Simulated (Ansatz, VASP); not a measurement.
# Two plane-wave programs on Pt

```
Pt
1.0
     0.00000    1.96090    1.96090
     1.96090    0.00000    1.96090
     1.96090    1.96090    0.00000
Pt
1
Direct
  0.00000 0.00000 0.00000
```

Alike in both runs: task relaxation of cell and atoms; functional PBEsol; k mesh 24 × 24 × 24; occupations fermi-dirac, width 0.1 eV; no spin polarisation.

|  | VASP | Ansatz |
| --- | --- | --- |
| version | VASP 6.6.1 | Ansatz 0.2.0 |
| potentials or method | VASP PAW PBE potentials, release 64 (Pt) | PAW with Ansatz's default frozen-core files, scalar-relativistic |
| plane-wave cutoff (eV) | 600 | 420 |
| valence electrons in the cell | 10 | 18 |

VASP gave:

```
relaxed volume (Å³/atom)                                     : 15.04
relaxed cell length with the largest relative difference (Å) : 2.771
```

Problem. Which values does Ansatz return?

Solution. Relaxed volume (Å³/atom): 15.06; relaxed cell length with the largest relative difference (Å): 2.772.

VASP's potentials were made for PBE, not for PBEsol. VASP's potentials hold 10 valence electrons a cell and Ansatz's 18, so a difference there can come from the potentials and not from the codes.

Spin-orbit coupling is off throughout.
